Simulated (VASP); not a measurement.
# GeN (Cmmm) in VASP: single point with PBE

Aim: the single point of GeN with PBE.

All numbers are computed with VASP 6.6.1; they aren't measurements. Logs are shortened: lines on timing, memory, paths and dates and some standing lists are left out, and cuts for length are marked.

## 1. The cell of the first run

The structure is orthorhombic, space group Cmmm (No. 65). The conventional cell has a = 2.862 Å, b = 9.382 Å, c = 2.977 Å, α = 90.00°, β = 90.00°, γ = 90.00°. Within 2.3 Å of Ge (site symmetry m2m) lie 2 Ge at 1.76 Å and 2 N at 1.76 Å. N (site symmetry m2m) has 1 N at 1.76 Å and 2 Ge at 1.76 Å within 2.3 Å.

The cell was built from a structure type or drawn by symmetry, and may not be a known phase.

## 2. Single point, PBE

INCAR reads:

```
PREC = Accurate
ENCUT = 520
EDIFF = 1E-6
ISMEAR = 0
SIGMA = 0.1
LREAL = False
LASPH = True
NELM = 60
ALGO = Normal
ISIF = 2
LWAVE = False
LCHARG = False
GGA = PE
NBANDS = 27
```

KPOINTS reads:

```
regular mesh
0
Gamma
  6 6 6
```

POSCAR reads:

```
GeN
1.0
    1.4310323100     -4.6911894400      0.0000000000
    1.4310323100      4.6911894400      0.0000000000
    0.0000000000      0.0000000000      2.9769503100
Ge N
2 2
Direct
    0.1949989000      0.8050011000      0.0000000000
    0.8050011000      0.1949989000      0.0000000000
    0.0940261200      0.9059738800      0.5000000000
    0.9059738800      0.0940261200      0.5000000000
```

Potentials or basis: VASP PAW PBE potentials, release 64 (Ge_d, N).

On the command line:

```
> cat potpaw_PBE.64/Ge_d/POTCAR potpaw_PBE.64/N/POTCAR > POTCAR
> mpirun -np 1 vasp_std > vasp.out
```

OUTCAR:

```text
PREC = Accurate
   ENCUT = 520
   EDIFF = 1E-6
   ISMEAR = 0
   LREAL = False
   LASPH = True
   NELM = 60
   ISIF = 2
   GGA = PE

 ion  position               nearest neighbor table
   1  0.195  0.805  0.000-   2 1.76   2 1.76   3 1.76   3 1.76
   2  0.805  0.195  0.000-   1 1.76   1 1.76   4 1.76   4 1.76
   3  0.094  0.906  0.500-   4 1.76   1 1.76   1 1.76
   4  0.906  0.094  0.500-   3 1.76   2 1.76   2 1.76

  LATTYP: Found a base centered orthorhombic cell.
 ALAT       =     2.8620646200
 B/A-ratio  =     3.2781855498
 C/A-ratio  =     1.0401408442

  Lattice vectors:

 A1 = (   1.4310323100,  -4.6911894400,   0.0000000000)
 A2 = (   1.4310323100,   4.6911894400,   0.0000000000)
 A3 = (   0.0000000000,   0.0000000000,   2.9769503100)

Analysis of symmetry for initial positions (statically):
=====================================================================
 Subroutine PRICEL returns:
 Original cell was already a primitive cell.

 Routine SETGRP: Setting up the symmetry group for a
 base centered orthorhombic supercell.

 Subroutine GETGRP returns: Found  8 space group operations
 (whereof  8 operations were pure point group operations)
 out of a pool of  8 trial point group operations.

The static configuration has the point symmetry D_2h.

Analysis of symmetry for dynamics (positions and initial velocities):
=====================================================================
 Subroutine PRICEL returns:
 Original cell was already a primitive cell.

 Routine SETGRP: Setting up the symmetry group for a
 base centered orthorhombic supercell.

 Subroutine GETGRP returns: Found  8 space group operations
 (whereof  8 operations were pure point group operations)
 out of a pool of  8 trial point group operations.

The dynamic configuration has the point symmetry D_2h.

 Subroutine INISYM returns: Found  8 space group operations
 (whereof  8 operations are pure point group operations),
 and found     1 'primitive' translations

----------------------------------------------------------------------------------------

                                     Primitive cell

  volume of cell :      39.9700

  direct lattice vectors                    reciprocal lattice vectors
     1.431032310 -4.691189440  0.000000000     0.349398121 -0.106582777  0.000000000
     1.431032310  4.691189440  0.000000000     0.349398121  0.106582777  0.000000000
     0.000000000  0.000000000  2.976950310     0.000000000  0.000000000  0.335914240

  length of vectors
     4.904601088  4.904601088  2.976950310     0.365292945  0.365292945  0.335914240

  position of ions in fractional coordinates (direct lattice)
     0.194998900  0.805001100  0.000000000
     0.805001100  0.194998900  0.000000000
     0.094026120  0.905973880  0.500000000
     0.905973880  0.094026120  0.500000000

  ion indices of the primitive-cell ions
   primitive index   ion index
                 1           1
                 2           2
                 3           3
                 4           4

----------------------------------------------------------------------------------------

 KPOINTS: regular mesh

Automatic generation of k-mesh.
 Grid dimensions read from file:
 generate k-points for:    6    6    6

 Generating k-lattice:

  Cartesian coordinates                     Fractional coordinates (reciprocal lattice)
     0.058233020 -0.017763796  0.000000000     0.166666667  0.000000000  0.000000000
     0.058233020  0.017763796  0.000000000     0.000000000  0.166666667  0.000000000
     0.000000000  0.000000000  0.055985707     0.000000000  0.000000000  0.166666667

  Length of vectors
     0.060882157  0.060882157  0.055985707

  Shift w.r.t. Gamma in fractional coordinates (k-lattice)
     0.000000000  0.000000000  0.000000000

 Subroutine IBZKPT returns following result:
 ===========================================

 Found     52 irreducible k-points:

 Following reciprocal coordinates:
            Coordinates               Weight
  0.000000  0.000000  0.000000      1.000000
  0.166667  0.000000  0.000000      4.000000
  0.333333  0.000000  0.000000      4.000000
  0.500000  0.000000  0.000000      2.000000
  0.166667  0.166667  0.000000      2.000000
  0.333333  0.166667  0.000000      4.000000
[... 16 lines left out ...]
  0.333333  0.333333  0.166667      4.000000
  0.500000  0.333333  0.166667      8.000000
 [... further k-points ...]
   k-points           NKPTS =     52   k-points in BZ     NKDIM =     52   number of bands    NBANDS=     27
   number of dos      NEDOS =    301   number of ions     NIONS =      4
   total plane-waves  NPLWV =  31104
   dimension x,y,z NGX =    36 NGY =   36 NGZ =   24
   dimension x,y,z NGXF=    72 NGYF=   72 NGZF=   48
   ions per type =               2   2
   NGX,Y,Z   is equivalent  to a cutoff of  12.20, 12.20, 13.40 a.u.
   NGXF,Y,Z  is equivalent  to a cutoff of  24.41, 24.41, 26.81 a.u.
 SYSTEM =  unknown system
   PREC   = accura    normal or accurate (medium, high low for compatibility)
   ISTART =      0    job   : 0-new  1-cont  2-samecut
   ICHARG =      2    charge: 1-file 2-atom 10-const
   ISPIN  =      1    spin polarized calculation?
   LNONCOLLINEAR =      F non collinear calculations
   LSORBIT =      F    spin-orbit coupling
   LASPH  =      T    aspherical Exc in radial PAW
   ENCUT  =  520.0 eV  38.22 Ry    6.18 a.u.   9.12  9.12  5.54*2*pi/ulx,y,z
   NELM   =     60;   NELMIN=  2; NELMDL= -5     # of ELM steps
   EDIFF  = 0.1E-05   stopping-criterion for ELM
   LREAL  =      F    real-space projection
   EDIFFG = 0.1E-04   stopping-criterion for IOM
   NSW    =      0    number of steps for IOM
   IBRION =     -1    ionic relax: 0-MD 1-quasi-New 2-CG
   NFREE  =      0    steps in history (QN), initial steepest desc. (CG)
   ISIF   =      2    stress and relaxation
   ISYM   =      2    0-nonsym 1-usesym 2-fastsym
   POTIM  = 0.5000    time-step for ionic-motion
   TEBEG  =    0.0;   TEEND  =   0.0 temperature during run
   PSTRESS=    0.0 pullay stress
   NELECT =      38.0000    total number of electrons
   NUPDOWN=      -1.0000    fix difference up-down
   EMIN   =  10.00;   EMAX   =-10.00  energy-range for DOS
   EFERMI =   0.00;   METHOD = LEGACY
   ISMEAR =     0;   SIGMA  =   0.10  broadening in eV -4-tet -1-fermi 0-gaus
   EFERMI_NEDOS =   21; number of points for ismear=-14 and -15
   IALGO  =     38    algorithm
   IMIX   =      4    mixing-type and parameters
     AMIX     =   0.40;   BMIX     =  1.00
     AMIX_MAG =   1.60;   BMIX_MAG =  1.00
  volume/ion in A,a.u.               =       9.99        67.43
  Fermi-wavevector in a.u.,A,eV,Ry     =   1.609749  3.041984 35.256645  2.591290
  Thomas-Fermi vector in A             =   2.705409
   LORBIT       =      0    0 simple, 1 ext, 2 COOP (PROOUT), +10 PAW based schemes
   GGA     = PE    functional components
   LHFCALC =     F    Hartree Fock is set to
   AEXX    =    0.0000 exact exchange contribution
   IVDW    =     0    specifies the selected vdW correction
   LEPSILON=     F    determine dielectric tensor
   LRPA    =     F    only Hartree local field effects (RPA)
 non-spin polarized calculation
 Gauss-broadening in eV      SIGMA  =   0.10
  energy-cutoff  :      520.00
  volume of cell :       39.97
 maximum number of plane-waves:      1092
   NGX = 19   NGY = 19   NGZ = 11

 number of electron      38.0000017 magnetization

 Free energy of the ion-electron system (eV)
  ---------------------------------------------------
  ext. energy  EPLUGINS =         0.00000000
  ---------------------------------------------------
  free energy    TOTEN  =       -10.02383365 eV

  energy without entropy =      -10.01720384  energy(sigma->0) =      -10.02051874

 E-fermi :   9.6570     XC(G=0): -12.4036

 val. band max:        9.6408275808   @ k =   0.3333   0.1667   0.5000
 cond. band min:       9.7076697421   @ k =   0.5000   0.3333   0.0000
 fundamental gap:      0.0668421613
 Fermi energy:         9.6570146305

 k-point     1 :       0.0000    0.0000    0.0000
  band No.  band energies     occupation
      1     -18.5761      2.00000
      2     -18.0597      2.00000
      3     -17.9977      2.00000
      4     -17.5722      2.00000
      5     -17.2341      2.00000
      6     -16.7724      2.00000
[... 19 lines left out ...]
     26      21.6562      0.00000
     27      23.4526      0.00000

 k-point     2 :       0.1667    0.0000    0.0000
  band No.  band energies     occupation
      1     -18.6360      2.00000
      2     -18.0124      2.00000
      3     -17.7919      2.00000
      4     -17.5962      2.00000
      5     -17.2933      2.00000
      6     -16.7103      2.00000
[... 19 lines left out ...]
     26      20.6065      0.00000
     27      23.4934      0.00000

 k-point     3 :       0.3333    0.0000    0.0000
  band No.  band energies     occupation
      1     -18.5841      2.00000
      2     -18.1222      2.00000
      3     -17.6125      2.00000
      4     -17.4288      2.00000
      5     -17.3231      2.00000
      6     -16.8808      2.00000
[... 19 lines left out ...]
     26      20.8945      0.00000
     27      21.6480      0.00000

 k-point     4 :       0.5000    0.0000    0.0000
  band No.  band energies     occupation
      1     -18.3652      2.00000
      2     -18.3652      2.00000
      3     -17.5569      2.00000
      4     -17.5551      2.00000
      5     -17.0327      2.00000
      6     -17.0290      2.00000
[... 19 lines left out ...]
     26      19.0175      0.00000
     27      23.1873      0.00000
[... 516 lines left out ...]
      4     -17.5868      2.00000
      5     -17.2545      2.00000
      6     -16.8216      2.00000
[... 19 lines left out ...]
     26      22.6881      0.00000
     27      23.5420      0.00000

 k-point    23 :       0.3333    0.3333    0.1667
  band No.  band energies     occupation
      1     -18.5830      2.00000
      2     -18.1066      2.00000
      3     -17.6358      2.00000
      4     -17.4468      2.00000
      5     -17.3237      2.00000
      6     -16.8513      2.00000
[... 19 lines left out ...]
     26      19.8487      0.00000
     27      21.5971      0.00000

 k-point    24 :       0.5000    0.3333    0.1667
  band No.  band energies     occupation
      1     -18.6355      2.00000
      2     -17.9858      2.00000
      3     -17.7952      2.00000
      4     -17.6146      2.00000
      5     -17.3091      2.00000
      6     -16.7671      2.00000
[... 19 lines left out ...]
     26      20.9049      0.00000
     27      21.3304      0.00000

 [... further k-points ...]
[... 5 lines left out ...]
  --------------------------------------------------------------------------------------
  -------------------------------------------------------------------------------------
  Total       66.6508360     36.5808311     13.8345637     -0.0000000      0.0000000      0.0000000
  in kB     2671.6661742   1466.3247297    554.5517221     -0.0000000      0.0000000      0.0000000
  external PRESSURE =    1564.1808753 kB  Pullay stress =       0.0000000 kB

 VOLUME and BASIS-vectors are now :
 -----------------------------------------------------------------------------
  energy-cutoff  :      520.00
  volume of cell :       39.97
      direct lattice vectors                 reciprocal lattice vectors
     1.431032310 -4.691189440  0.000000000     0.349398121 -0.106582777  0.000000000
     1.431032310  4.691189440  0.000000000     0.349398121  0.106582777  0.000000000
     0.000000000  0.000000000  2.976950310     0.000000000  0.000000000  0.335914240

 POSITION                                       TOTAL-FORCE (eV/Angst)
 -----------------------------------------------------------------------------------
      1.43103      2.86164      0.00000         0.000000     26.534920      0.000000
      1.43103     -2.86164      0.00000         0.000000    -26.534920     -0.000000
      1.43103      3.80900      1.48848         0.000000      4.327635     -0.000000
      1.43103     -3.80900      1.48848         0.000000     -4.327635     -0.000000
 -----------------------------------------------------------------------------------
    total drift:                                0.000000     -0.000000     -0.000000

  FREE ENERGIE OF THE ION-ELECTRON SYSTEM (eV)
  ---------------------------------------------------
  free  energy   TOTEN  =       -10.0238336487 eV

  energy  without entropy=      -10.0172038379  energy(sigma->0) =      -10.02051874
```

Wall time 73 s (1 thread of Intel Xeon 8259CL, shared host); peak memory 0.2 GiB.

What came out:

```
Free energy            : -10.0238 eV
Pressure               : 156.4 GPa
Largest force          : 26.535 eV/Å
Band gap on the k mesh : zero (bands 19 and 20 overlap by 2.57 eV)
```

Forces in eV/Å, atoms in the order of the input:
```
Ge    0.000  26.535   0.000
Ge    0.000 -26.535   0.000
N     0.000   4.328   0.000
N     0.000  -4.328   0.000
```

Levels at points of the mesh, in eV from the Fermi level:
```tsv
k point	band 16	band 17	band 18	band 19	band 20	band 21	band 22	band 23
(0.00, 0.00, 0.00)	-3.65	-3.38	-2.59	0.35	1.66	2.39	3.46	3.58
(0.50, 0.00, 0.00)	-5.35	-4.19	-4.10	-1.11	2.14	3.72	5.02	6.72
(0.50, 0.50, 0.00)	-5.17	-4.28	-0.81	-0.56	0.99	2.37	4.85	6.37
(0.00, 0.00, 0.50)	-6.30	-1.91	-0.51	0.39	1.72	2.57	4.39	7.59
(0.50, 0.00, 0.50)	-7.24	-6.03	-5.48	-3.24	-0.45	4.81	4.98	5.99
(0.50, 0.50, 0.50)	-3.90	-3.21	-2.16	-0.12	0.30	3.62	5.97	8.35
```

Caveat: the k points lie up to 0.38 Å⁻¹ apart, too coarse for converged energies and pressures of a metal; forces of over 1 eV/Å act on the atoms, so gaps and moduli don't describe the material at rest.
